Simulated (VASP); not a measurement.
Input of a VASP 6.6.1 run:

Contents of INCAR:

```
SYSTEM = Si4HC4
ALGO = Normal
DIPOL = 0.5 0.5 0.322
EDIFF = 1E-6
ENCUT = 520
GGA = PE
IDIPOL = 3
ISIF = 2
ISMEAR = 0
ISPIN = 2
LASPH = .True.
LCHARG = .True.
LDIPOL = .True.
LELF = .True.
LORBIT = 11
LREAL = .False.
LVACPOTAV = .True.
LVHAR = .True.
LWAVE = .False.
MAGMOM = 0 0 0 0 0 0 0 0 1
NBANDS = 30
NELM = 150
PREC = Accurate
SIGMA = 0.05
```

KPOINTS

```
k-points
0
Gamma
  9 5 1
  0 0 0
```

POSCAR

```
Si4HC4
1.0
    3.0920147307      0.0000000000      0.0000000000
    0.0000000000      5.0738209340      0.0000000000
    0.0000000000      0.0000000000     18.9686857191
Si C H
4 4 1
Direct
    0.0000000000      0.9954360513      0.2108738612
    0.5000000000      0.4954360513      0.2579297186
    0.5000000000      0.9936728499      0.3565277206
    0.0000000000      0.4650509319      0.3853429995
    0.0000000000      0.6195639487      0.2108738612
    0.5000000000      0.1195639487      0.2579297186
    0.5000000000      0.6250367811      0.3569005390
    0.0000000000      0.1238202602      0.3937376490
    0.0000000000      0.4571535936      0.4671714790
```

Potentials or basis: VASP PAW PBE potentials, release 64 (Si, C, H).

The run is started by

```bash
$ cat potpaw_PBE.64/Si/POTCAR potpaw_PBE.64/C/POTCAR potpaw_PBE.64/H/POTCAR > POTCAR
$ mpirun -np 1 vasp_std > vasp.out
```

Question: Estimate the largest force.

Answer: 3.529 eV/Å.

Question: Estimate the net moment.

Answer: 1.00 μB per cell.

Forces on the atoms (eV/Å):
```
Si   0.000 -2.028  1.644
Si   0.000  0.966 -1.981
Si   0.000 -1.192  0.120
Si   0.000  2.007  2.902
C    0.000  1.270  1.442
C    0.000  0.399 -0.797
C    0.000 -0.238 -1.900
C    0.000 -1.791 -1.440
H    0.000  0.606  0.010
```
